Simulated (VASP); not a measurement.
Wanted: the native input for a VASP 6.6.1 run.

| Item | Value |
| --- | --- |
| Task | single point |
| Functional | PBE |
| Potentials or basis | VASP PAW PBE potentials, release 64 (Cd, Se) |
| Cutoff | 520 eV |
| k mesh | 8 × 8 × 4 |
| Occupations | fermi-dirac, width 0.02 eV |
| Spin | no spin polarisation |
| Dipole correction | no |
| Further INCAR settings | ALGO = Normal; EDIFF = 1e-06; NBANDS = 26 |

The structure of CdSe lies in POSCAR:

```
CdSe
1.0
    4.3000000000      0.0000000000      0.0000000000
   -2.1500000000      3.7239092363      0.0000000000
    0.0000000000      0.0000000000      7.0200000000
Cd Se
2 2
Direct
    0.3333333333      0.6666666667      0.0048632273
    0.6666666667      0.3333333333      0.5048632273
    0.3333333333      0.6666666667      0.3801367727
    0.6666666667      0.3333333333      0.8801367727
```

One way to write it, as run:

INCAR

```
SYSTEM = CdSe
  ALGO = Normal
  EDIFF = 1E-6
  ENCUT = 520
  GGA = PE
  ISIF = 2
  ISMEAR = -1
  LASPH = .True.
  LCHARG = .True.
  LELF = .True.
  LREAL = .False.
  LVHAR = .True.
  LWAVE = .False.
  NBANDS = 26
  NELM = 100
  PREC = Accurate
  SIGMA = 0.02
```

KPOINTS

```
k-points
0
Gamma
  8 8 4
  0 0 0
```

Potentials or basis: VASP PAW PBE potentials, release 64 (Cd, Se).

Run with:

```console
$ cat potpaw_PBE.64/Cd/POTCAR potpaw_PBE.64/Se/POTCAR > POTCAR
$ mpirun -np 1 vasp_std > vasp.out
```

Results of the run:

The pressure is 3.2 GPa, the largest force is 0.009 eV/Å and the band gap on the k mesh is 0.67 eV.

Caveat: the cell stands under pressure.

Run time: 100 s on 1 thread of Intel Xeon 8259CL (shared host), peak memory 0.27 GiB.
